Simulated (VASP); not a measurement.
# ZrB2 in VASP: further runs

The runs below take ZrB2 through single point, with PBE.

All numbers are computed with VASP 6.6.1; they aren't measurements. Logs are shortened: lines on timing, memory, paths and dates and some standing lists are left out, and cuts for length are marked.

## (1) The cell of the first run

The cell holds a disordered packing, 9 atoms: a = 4.720 Å, b = 4.682 Å, c = 4.796 Å, α = 80.95°, β = 81.40°, γ = 71.25°.

## (2) Single point, PBE

Contents of INCAR:

```
SYSTEM = ZrB2
PREC = Accurate ; ENCUT = 520
EDIFF = 1E-7 ; ISMEAR = 0
SIGMA = 0.1 ; LREAL = .FALSE.
LASPH = .TRUE. ; NELM = 100
ALGO = Normal ; ISIF = 2
LWAVE = .FALSE. ; LCHARG = .FALSE.
GGA = PE ; NBANDS = 37
ISYM = 0
```

Contents of KPOINTS:

```
Automatic mesh
0
G
  3 3 3
  0 0 0
```

Contents of POSCAR:

```
ZrB2
1.0
    4.6539438099      0.7253729288      0.3085282495
    0.7848018076      4.6004259092      0.3731042392
    0.3613191954      0.3186968301      4.7716819143
Zr B
3 6
Direct
    0.8188395841      0.6454323059      0.8267632640
    0.1997392355      1.0077665213      0.6324595281
    0.4379306470      0.2831024729      1.0210677179
    0.3052949761      0.4892361084      0.4691961529
    0.6946361086      0.8322805508      0.3140260866
    0.9693881877      0.1175189968      0.1690767907
    0.3323837138      0.8016387630      0.1843279142
    0.6682946080      0.1733551907      0.4844380963
    0.9430060009      0.4585695998      0.3395055417
```

Potentials or basis: VASP PAW PBE potentials, release 64 (Zr_sv, B).

Started as:

```sh
> cat potpaw_PBE.64/Zr_sv/POTCAR potpaw_PBE.64/B/POTCAR > POTCAR
> mpirun -np 1 vasp_std > vasp.out
```

OUTCAR:

```text
SYSTEM = ZrB2
   PREC = Accurate
   ENCUT = 520
   EDIFF = 1E-7
   ISMEAR = 0
   LREAL = .FALSE.
   LASPH = .TRUE.
   NELM = 100
   ISIF = 2
   GGA = PE
   ISYM = 0

 ion  position               nearest neighbor table
   1  0.819  0.645  0.827-   5 2.54   9 2.54   9 2.57   5 2.57   7 2.62   4 2.62   6 2.69   8 2.69
                             2 2.82   3 2.82   3 3.07   2 3.07   2 3.15   3 3.15
   2  0.200  0.008  0.632-   7 2.41   9 2.41   4 2.45   6 2.53   8 2.54   4 2.54   8 2.55   5 2.56
                             6 2.70   7 2.76   1 2.82   3 2.95   1 3.07   1 3.15   3 3.21   3 3.53
   3  0.438  0.283  0.021-   4 2.41   5 2.41   7 2.45   8 2.53   6 2.54   7 2.54   6 2.55   9 2.56
                             8 2.70   4 2.76   1 2.82   2 2.95   1 3.07   1 3.15   2 3.21   2 3.53
   4  0.305  0.489  0.469-   7 1.86   8 1.87   9 1.96   3 2.41   2 2.45   2 2.54   1 2.62   3 2.76

   5  0.695  0.832  0.314-   9 1.76   8 1.87   7 1.96   6 2.12   3 2.41   1 2.54   2 2.56   1 2.57

   6  0.969  0.118  0.169-   9 1.87   7 1.87   8 1.90   5 2.12   2 2.53   3 2.54   3 2.55   1 2.69
                             2 2.70
   7  0.332  0.802  0.184-   4 1.86   6 1.87   5 1.96   2 2.41   3 2.45   3 2.54   1 2.62   2 2.76

   8  0.668  0.173  0.484-   5 1.87   4 1.87   6 1.90   9 2.12   3 2.53   2 2.54   2 2.55   1 2.69
                             3 2.70
   9  0.943  0.459  0.340-   5 1.76   6 1.87   4 1.96   8 2.12   2 2.41   1 2.54   3 2.56   1 2.57

IMPORTANT INFORMATION: All symmetrisations will be switched off!
NOSYMM: (Re-)initialisation of all symmetry stuff for point group C_1.

----------------------------------------------------------------------------------------

                                     Primitive cell

  volume of cell :      98.5546

  direct lattice vectors                    reciprocal lattice vectors
     4.653943810  0.725372929  0.308528250     0.221530555 -0.036629581 -0.014328179
     0.784801808  4.600425909  0.373104239    -0.034122414  0.224197100 -0.012390143
     0.361319195  0.318696830  4.771681914    -0.011655684 -0.015161871  0.211464947

  length of vectors
     4.720227595  4.681777354  4.795942819     0.224995133  0.227117138  0.212327956

  position of ions in fractional coordinates (direct lattice)
     0.818839584  0.645432306  0.826763264
     0.199739235  0.007766521  0.632459528
     0.437930647  0.283102473  0.021067718
     0.305294976  0.489236108  0.469196153
     0.694636109  0.832280551  0.314026087
     0.969388188  0.117518997  0.169076791
     0.332383714  0.801638763  0.184327914
     0.668294608  0.173355191  0.484438096
     0.943006001  0.458569600  0.339505542

  ion indices of the primitive-cell ions
   primitive index   ion index
                 1           1
                 2           2
                 3           3
                 4           4
                 5           5
                 6           6
                 7           7
                 8           8
                 9           9

----------------------------------------------------------------------------------------

 KPOINTS: Automatic mesh

Automatic generation of k-mesh.
 Grid dimensions read from file:
 generate k-points for:    3    3    3

 Generating k-lattice:

  Cartesian coordinates                     Fractional coordinates (reciprocal lattice)
     0.073843518 -0.012209860 -0.004776060     0.333333333 -0.000000000  0.000000000
    -0.011374138  0.074732367 -0.004130048    -0.000000000  0.333333333 -0.000000000
    -0.003885228 -0.005053957  0.070488316     0.000000000  0.000000000  0.333333333

  Length of vectors
     0.074998378  0.075705713  0.070775985

  Shift w.r.t. Gamma in fractional coordinates (k-lattice)
     0.000000000  0.000000000  0.000000000

 Subroutine IBZKPT returns following result:
 ===========================================

 Found     14 irreducible k-points:

 Following reciprocal coordinates:
            Coordinates               Weight
  0.000000  0.000000  0.000000      1.000000
  0.333333  0.000000 -0.000000      2.000000
  0.000000  0.333333 -0.000000      2.000000
  0.333333  0.333333 -0.000000      2.000000
 -0.333333  0.333333 -0.000000      2.000000
  0.000000 -0.000000  0.333333      2.000000
  0.333333  0.000000  0.333333      2.000000
 -0.333333 -0.000000  0.333333      2.000000
  0.000000  0.333333  0.333333      2.000000
  0.333333  0.333333  0.333333      2.000000
 -0.333333  0.333333  0.333333      2.000000
 -0.000000 -0.333333  0.333333      2.000000
  0.333333 -0.333333  0.333333      2.000000
 -0.333333 -0.333333  0.333333      2.000000
   k-points           NKPTS =     14   k-points in BZ     NKDIM =     14   number of bands    NBANDS=     37
   number of dos      NEDOS =    301   number of ions     NIONS =      9
   total plane-waves  NPLWV =  46656
   dimension x,y,z NGX =    36 NGY =   36 NGZ =   36
   dimension x,y,z NGXF=    72 NGYF=   72 NGZF=   72
   ions per type =               3   6
   NGX,Y,Z   is equivalent  to a cutoff of  12.68, 12.78, 12.48 a.u.
   NGXF,Y,Z  is equivalent  to a cutoff of  25.36, 25.57, 24.96 a.u.
 SYSTEM =  ZrB2
   PREC   = accura    normal or accurate (medium, high low for compatibility)
   ISTART =      0    job   : 0-new  1-cont  2-samecut
   ICHARG =      2    charge: 1-file 2-atom 10-const
   ISPIN  =      1    spin polarized calculation?
   LNONCOLLINEAR =      F non collinear calculations
   LSORBIT =      F    spin-orbit coupling
   LASPH  =      T    aspherical Exc in radial PAW
   ENCUT  =  520.0 eV  38.22 Ry    6.18 a.u.   8.78  8.71  8.92*2*pi/ulx,y,z
   NELM   =    100;   NELMIN=  2; NELMDL= -5     # of ELM steps
   EDIFF  = 0.1E-06   stopping-criterion for ELM
   LREAL  =      F    real-space projection
   EDIFFG = 0.1E-05   stopping-criterion for IOM
   NSW    =      0    number of steps for IOM
   IBRION =     -1    ionic relax: 0-MD 1-quasi-New 2-CG
   NFREE  =      0    steps in history (QN), initial steepest desc. (CG)
   ISIF   =      2    stress and relaxation
   ISYM   =      0    0-nonsym 1-usesym 2-fastsym
   POTIM  = 0.5000    time-step for ionic-motion
   TEBEG  =    0.0;   TEEND  =   0.0 temperature during run
   PSTRESS=    0.0 pullay stress
   NELECT =      54.0000    total number of electrons
   NUPDOWN=      -1.0000    fix difference up-down
   EMIN   =  10.00;   EMAX   =-10.00  energy-range for DOS
   EFERMI =   0.00;   METHOD = LEGACY
   ISMEAR =     0;   SIGMA  =   0.10  broadening in eV -4-tet -1-fermi 0-gaus
   EFERMI_NEDOS =   21; number of points for ismear=-14 and -15
   IALGO  =     38    algorithm
   IMIX   =      4    mixing-type and parameters
     AMIX     =   0.40;   BMIX     =  1.00
     AMIX_MAG =   1.60;   BMIX_MAG =  1.00
  volume/ion in A,a.u.               =      10.95        73.90
  Fermi-wavevector in a.u.,A,eV,Ry     =   1.339616  2.531508 24.416630  1.794572
  Thomas-Fermi vector in A             =   2.467994
   LORBIT       =      0    0 simple, 1 ext, 2 COOP (PROOUT), +10 PAW based schemes
   GGA     = PE    functional components
   LHFCALC =     F    Hartree Fock is set to
   AEXX    =    0.0000 exact exchange contribution
   IVDW    =     0    specifies the selected vdW correction
   LEPSILON=     F    determine dielectric tensor
   LRPA    =     F    only Hartree local field effects (RPA)
 non-spin polarized calculation
 Gauss-broadening in eV      SIGMA  =   0.10
  energy-cutoff  :      520.00
  volume of cell :       98.55
 maximum number of plane-waves:      2669
   NGX = 17   NGY = 17   NGZ = 17

 number of electron      53.9999999 magnetization

 Free energy of the ion-electron system (eV)
  ---------------------------------------------------
  ext. energy  EPLUGINS =         0.00000000
  ---------------------------------------------------
  free energy    TOTEN  =       -68.55830099 eV

  energy without entropy =      -68.54108595  energy(sigma->0) =      -68.54969347

 E-fermi :   9.2536     XC(G=0): -12.1012

 val. band max:        9.2151707864   @ k =   0.0000   0.0000   0.0000
 cond. band min:       9.2626680194   @ k =   0.0000  -0.0000   0.3333
 fundamental gap:      0.0474972330
 Fermi energy:         9.2535567785

 k-point     1 :       0.0000    0.0000    0.0000
  band No.  band energies     occupation
      1     -38.9324      2.00000
      2     -38.7216      2.00000
      3     -38.6882      2.00000
      4     -17.4628      2.00000
      5     -17.2503      2.00000
      6     -17.2447      2.00000
[... 29 lines left out ...]
     36      14.1296      0.00000
     37      14.2619      0.00000

 k-point     2 :       0.3333    0.0000   -0.0000
  band No.  band energies     occupation
      1     -38.8806      2.00000
      2     -38.7749      2.00000
      3     -38.6877      2.00000
      4     -17.5943      2.00000
      5     -17.3719      2.00000
      6     -17.1250      2.00000
[... 29 lines left out ...]
     36      14.2334      0.00000
     37      14.4411      0.00000

 k-point     3 :       0.0000    0.3333   -0.0000
  band No.  band energies     occupation
      1     -38.8849      2.00000
      2     -38.7793      2.00000
      3     -38.6788      2.00000
      4     -17.6128      2.00000
      5     -17.3187      2.00000
      6     -17.1356      2.00000
[... 29 lines left out ...]
     36      14.1883      0.00000
     37      14.5615      0.00000

 k-point     4 :       0.3333    0.3333   -0.0000
  band No.  band energies     occupation
      1     -38.8434      2.00000
      2     -38.8062      2.00000
      3     -38.6935      2.00000
      4     -17.6031      2.00000
      5     -17.4270      2.00000
      6     -17.2456      2.00000
[... 29 lines left out ...]
     36      14.1610      0.00000
     37      14.4951      0.00000
[... 283 lines left out ...]
      1     -38.8746      2.00000
      2     -38.7852      2.00000
      3     -38.6829      2.00000
      4     -17.6231      2.00000
      5     -17.3647      2.00000
      6     -17.1246      2.00000
[... 29 lines left out ...]
     36      14.0351      0.00000
     37      14.2451      0.00000

 k-point    13 :       0.3333   -0.3333    0.3333
  band No.  band energies     occupation
      1     -38.8418      2.00000
      2     -38.7626      2.00000
      3     -38.7389      2.00000
      4     -17.6097      2.00000
      5     -17.4230      2.00000
      6     -17.1872      2.00000
[... 29 lines left out ...]
     36      13.9231      0.00000
     37      14.5107      0.00000

 k-point    14 :      -0.3333   -0.3333    0.3333
  band No.  band energies     occupation
      1     -38.8416      2.00000
      2     -38.7951      2.00000
      3     -38.7062      2.00000
      4     -17.6037      2.00000
      5     -17.4030      2.00000
      6     -17.1883      2.00000
[... 29 lines left out ...]
     36      13.8911      0.00000
     37      13.9970      0.00000

------------------------ aborting loop because EDIFF is reached ----------------------------------------

  FORCE on cell =-STRESS in cart. coord.  units (eV):
  Direction    XX          YY          ZZ          XY          YZ          ZX
  --------------------------------------------------------------------------------------
  -------------------------------------------------------------------------------------
  Total        0.0257134      0.0886770      0.0567045      0.0082634      0.0347708      0.0261513
  in kB        0.4180155      1.4415998      0.9218306      0.1343360      0.5652602      0.4251348
  external PRESSURE =       0.9271486 kB  Pullay stress =       0.0000000 kB

 VOLUME and BASIS-vectors are now :
 -----------------------------------------------------------------------------
  energy-cutoff  :      520.00
  volume of cell :       98.55
      direct lattice vectors                 reciprocal lattice vectors
     4.653943810  0.725372929  0.308528250     0.221530555 -0.036629581 -0.014328179
     0.784801808  4.600425909  0.373104239    -0.034122414  0.224197100 -0.012390143
     0.361319195  0.318696830  4.771681914    -0.011655684 -0.015161871  0.211464947

 POSITION                                       TOTAL-FORCE (eV/Angst)
 -----------------------------------------------------------------------------------
      4.61610      3.82671      4.43850        -0.000156      0.000159     -0.000257
      1.16419      0.38218      3.08242         0.022865      0.005999      0.022479
      2.26790      1.62677      0.34127        -0.022450     -0.005743     -0.022351
      1.97431      2.62168      2.51558         0.005159     -0.007768      0.012598
      3.99944      4.43279      2.02327        -0.000045      0.008340      0.003908
      4.66480      1.29769      1.14971         0.001678      0.009256      0.000448
      2.24262      3.98773      1.28120        -0.005632      0.007489     -0.012608
      3.42129      1.43666      2.58245        -0.001983     -0.009747     -0.000338
      4.87125      2.90185      2.08205         0.000564     -0.007984     -0.003878
 -----------------------------------------------------------------------------------
    total drift:                               -0.000023      0.000004     -0.000043

  FREE ENERGIE OF THE ION-ELECTRON SYSTEM (eV)
  ---------------------------------------------------
  free  energy   TOTEN  =       -68.5583009904 eV

  energy  without entropy=      -68.5410859547  energy(sigma->0) =      -68.54969347
```

It took 46 s on 1 thread of Intel Xeon Platinum 8124M at 3.00GHz (Skylake/Cascade Lake), shared host; peak memory 0.21 GiB.

Results:

```
Free energy            : -68.5583 eV
Pressure               : 0.1 GPa
Largest force          : 0.033 eV/Å
Band gap on the k mesh : zero (bands 27 and 28 overlap by 0.61 eV)
```

Forces in eV/Å, atoms in the order of the input:
```
Zr   0.000  0.000  0.000
Zr   0.023  0.006  0.022
Zr  -0.022 -0.006 -0.022
B    0.005 -0.008  0.013
B    0.000  0.008  0.004
B    0.002  0.009  0.000
B   -0.006  0.007 -0.013
B   -0.002 -0.010  0.000
B    0.001 -0.008 -0.004
```

Stress tensor (GPa, compression positive):
```
0.04 0.01 0.04
0.01 0.14 0.06
0.04 0.06 0.09
```

Caveat: the k points lie up to 0.48 Å⁻¹ apart, too coarse for converged energies and pressures of a metal.

## (3) Single point, PBE

Contents of INCAR:

```
SYSTEM = ZrB2
PREC     = Accurate       ! precision mode
ENCUT    = 520            ! plane-wave cutoff, eV
EDIFF    = 1E-6           ! SCF threshold, eV
ISMEAR   = 0              ! smearing method
SIGMA    = 0.1            ! smearing width, eV
LREAL    = .FALSE.        ! projectors in reciprocal space
LASPH    = .TRUE.         ! aspherical terms in the spheres
NELM     = 60             ! most SCF steps
ALGO     = Normal         ! electronic algorithm
ISIF     = 2              ! what is computed and relaxed
LWAVE    = .FALSE.        ! write WAVECAR
LCHARG   = .FALSE.        ! write CHGCAR
GGA      = PE             ! functional
NBANDS   = 37             ! bands
```

Contents of KPOINTS:

```
Automatic mesh
0
G
  8 8 7
  0 0 0
```

Contents of POSCAR:

```
ZrB2
1.0
    4.6539440000      0.7253730000      0.3085280000
    0.7848020000      4.6004260000      0.3731040000
    0.3613190000      0.3186970000      4.7716820000
Zr B
3 6
Direct
    0.8188395841      0.6454323059      0.8267632640
    0.1997392355      0.0077665213      0.6324595281
    0.4379306470      0.2831024729      0.0210677179
    0.3052949761      0.4892361084      0.4691961529
    0.6946361086      0.8322805508      0.3140260866
    0.9693881877      0.1175189968      0.1690767907
    0.3323837138      0.8016387630      0.1843279142
    0.6682946080      0.1733551907      0.4844380963
    0.9430060009      0.4585695998      0.3395055417
```

Potentials or basis: VASP PAW PBE potentials, release 64 (Zr_sv, B).

Started as:

```sh
> cat potpaw_PBE.64/Zr_sv/POTCAR potpaw_PBE.64/B/POTCAR > POTCAR
> mpirun -np 1 vasp_std > vasp.out
```

Wall time 10 min (1 thread of Intel Xeon Platinum 8559C (Emerald Rapids), shared host); peak memory 0.66 GiB.

It converged, with:

| Quantity | Value |
| --- | --- |
| Free energy | -68.5594 eV |
| Pressure | -0.2 GPa |
| Largest force | 0.150 eV/Å |
| Band gap on the k mesh | zero (bands 27 and 28 overlap by 0.83 eV) |

Forces on the atoms (eV/Å):
```
Zr   0.000  0.000  0.000
Zr  -0.076 -0.110  0.066
Zr   0.077  0.110 -0.066
B    0.030  0.112  0.017
B    0.019  0.035  0.028
B   -0.031  0.006 -0.043
B   -0.030 -0.112 -0.017
B    0.031 -0.006  0.043
B   -0.018 -0.035 -0.028
```

Stress tensor (GPa, compression positive):
```
 0.02  0.20  0.27
 0.20  1.02 -0.19
 0.27 -0.19 -1.54
```

Levels at points of the mesh, in eV from the Fermi level:
| k point | band 23 | band 24 | band 25 | band 26 | band 27 | band 28 | band 29 | band 30 | band 31 | band 32 |
| --- | --- | --- | --- | --- | --- | --- | --- | --- | --- | --- |
| (0.00, 0.00, 0.00) | -2.87 | -2.07 | -1.74 | -1.03 | -0.19 | -0.03 | 2.83 | 3.60 | 4.00 | 4.20 |
| (0.50, 0.00, 0.00) | -2.46 | -1.93 | -1.12 | -1.10 | -0.04 | 0.52 | 0.91 | 2.26 | 2.41 | 3.58 |
| (0.00, 0.50, 0.00) | -2.55 | -2.26 | -1.33 | -0.79 | -0.22 | 0.77 | 1.29 | 1.89 | 2.82 | 3.84 |
| (0.50, 0.50, 0.00) | -1.74 | -1.61 | -1.46 | -0.97 | -0.26 | 0.11 | 2.00 | 2.44 | 3.10 | 3.36 |
